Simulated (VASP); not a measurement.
Au, 1 atom in the cell. It takes space group Pm-3m (No. 221, cubic). The conventional cell has a = 2.694 Å, b = 2.694 Å, c = 2.694 Å, α = 90.00°, β = 90.00°, γ = 90.00°. Au (site symmetry m-3m) has 6 Au at 2.69 Å within 3.6 Å. 

```yaml
Program: VASP 6.6.1
Task: single point
Functional: PBEsol
Potentials_or_basis: VASP PAW PBE potentials, release 64 (Au)
Cutoff: 520 eV
k_mesh: 10 × 10 × 10
Occupations: fermi-dirac, width 0.05 eV
Spin: no spin polarisation
Dipole_correction: no
Further_INCAR_settings: ALGO = Normal; EDIFF = 1e-06; NBANDS = 12
```

Potentials or basis: VASP PAW PBE potentials, release 64 (Au).

The run is started by

```sh
$ cat potpaw_PBE.64/Au/POTCAR > POTCAR
$ mpirun -np 1 vasp_std > vasp.out
```

Hardware: 1 thread of Intel(R) Xeon(R) 6975P-C (Granite Rapids) (shared host).

**Question.** How long does it take, and how much memory?

**Answer.** Wall time 3.8 s on 1 thread of Intel(R) Xeon(R) 6975P-C (Granite Rapids) (shared host), peak memory 0.13 GiB. Counts: scf iterations 11, k points 56.
